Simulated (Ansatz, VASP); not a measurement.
CdTe: VASP beside Ansatz

File POSCAR:

```
CdTe
1.0
    3.1915936793      3.1915936793      0.0000000000
   -3.1915936793      3.1915936793      0.0000000000
    0.0000000000      3.1915936793      3.1915936793
Cd Te
1 1
Direct
    0.0000000000      0.0000000000      0.0000000000
    0.7500000000      0.2500000000      0.5000000000
```

INCAR.step1

```
SYSTEM = CdTe
  ALGO = Normal
  EDIFF = 1E-4
  ENCUT = 520
  GGA = PE
  ISMEAR = 0
  LASPH = .TRUE.
  LCHARG = .FALSE.
  LREAL = .FALSE.
  LWAVE = .TRUE.
  NBANDS = 16
  NELM = 100
  PREC = Accurate
  SIGMA = 0.01
```

File INCAR.step2:

```
SYSTEM = CdTe
  ALGO = Normal
  EDIFF = 1E-6
  ENCUT = 520
  ISIF = 2
  ISMEAR = 0
  ISTART = 1
  LASPH = .TRUE.
  LCHARG = .TRUE.
  LELF = .TRUE.
  LMIXTAU = .TRUE.
  LREAL = .FALSE.
  LVHAR = .TRUE.
  LWAVE = .FALSE.
  METAGGA = R2SCAN
  NBANDS = 16
  NELM = 100
  PREC = Accurate
  SIGMA = 0.01
```

The input KPOINTS:

```
k-points
0
G
  6 6 6
  0 0 0
```

Input for Ansatz:

```yaml
crystal:
  lattice:
    - [3.19159367932, 3.19159367932, 0.0]
    - [-3.19159367932, 3.19159367932, 0.0]
    - [0.0, 3.19159367932, 3.19159367932]
  atoms:
    - { symbol: Cd, position: [0.0, 0.0, 0.0] }
    - { symbol: Te, position: [0.75, 0.25, 0.5] }
kpoints:
  mp_grid: { grid: [6, 6, 6] }
scf:
  occupations: { method: fixed }
  convergence: { dr2_threshold: 1.0e-10 }
hamiltonian:
  xc: r2scan
  pseudopotentials: { kind: paw }
output:
  forces: true
  stress: true
  eigenstates:
    kpoints:
      - [0.0, 0.0, 0.0]
      - [-0.5, -0.5, -0.5]
      - [-0.5, 0.5, 0.0]
      - [0.0, 0.0, -0.5]
      - [0.0, -0.5, -0.5]
      - [0.0, 0.5, 0.0]
      - [-0.5, 0.0, 0.0]
      - [-0.5, 0.0, -0.5]
  eigenvalues: true
```

Alike in both runs: task single point; functional r2SCAN; k mesh 6 × 6 × 6; no spin polarisation.

```csv
,VASP,Ansatz
version,VASP 6.6.1,Ansatz 0.2.0
potentials or method,"VASP PAW PBE potentials, release 64 (Cd, Te)","PAW with Ansatz's default frozen-core files, scalar-relativistic"
plane-wave cutoff (eV),520,500
occupations,"gaussian, width 0.01 eV",fixed
valence electrons in the cell,18,36
```

|  | VASP | Ansatz | Ansatz less VASP |
| --- | --- | --- | --- |
| gap on the k mesh at the Fermi level (eV) | 1.42 | 1.43 | +0.003 |
| pressure (GPa) | 4.1 | 4.0 | -0.15 |

VASP's potentials were made for PBE, not for r2SCAN. VASP's potentials hold 18 valence electrons a cell and Ansatz's 36, so a difference there can come from the potentials and not from the codes.

Spin-orbit coupling is off throughout.
